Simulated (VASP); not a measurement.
Wanted: the native input for a VASP 6.6.1 run.

```yaml
Task: electric field gradients
Functional: PBE
Potentials_or_basis: VASP PAW PBE potentials, release 64 (Ti_sv, Te)
Cutoff: 520 eV
k_mesh: 10 × 10 × 10
Occupations: fermi-dirac, width 0.03 eV
Spin: no spin polarisation
Dipole_correction: no
Further_INCAR_settings: ALGO = Normal; EDIFF = 1e-08; NBANDS = 19
```

The structure of TiTe2 (fluorite type) lies in POSCAR:

```
TiTe2
1.0
    0.0000000000      3.4420608922      3.4420608922
    3.4420608922      0.0000000000      3.4420608922
    3.4420608922      3.4420608922      0.0000000000
Ti Te
1 2
Direct
    0.0000000000      0.0000000000      0.0000000000
    0.2500000000      0.2500000000      0.2500000000
    0.7500000000      0.7500000000      0.7500000000
```

One way to write it, as run:

INCAR

```
ALGO = Normal
EDIFF = 1E-8
ENCUT = 520
GGA = PE
ISIF = 2
ISMEAR = -1
LASPH = True
LCHARG = False
LEFG = True
LREAL = False
LWAVE = False
NBANDS = 19
NELM = 80
PREC = Accurate
SIGMA = 0.03
```

KPOINTS

```
k-points
0
Gamma
  10 10 10
```

Potentials or basis: VASP PAW PBE potentials, release 64 (Ti_sv, Te).

The run is started by

```bash
$ cat potpaw_PBE.64/Ti_sv/POTCAR potpaw_PBE.64/Te/POTCAR > POTCAR
$ mpirun -np 1 vasp_std > vasp.out
```

It gave:

```json
{
  "Pressure": "0.0 GPa",
  "Band gap on the k mesh": "zero (band 12 reaches 7.48 eV, above the bottom of band 13 at 7.19 eV)"
}
```

Caveat: without QUAD_EFG the Cq values of the log hold for a quadrupole moment of 1 mb, not for the nuclei; spin-orbit coupling is left out, which moves the levels of the heavy elements.

Run time: 39 s on 1 thread of Intel(R) Xeon(R) 6975P-C (Granite Rapids), with other jobs on the host, peak memory 0.24 GiB.
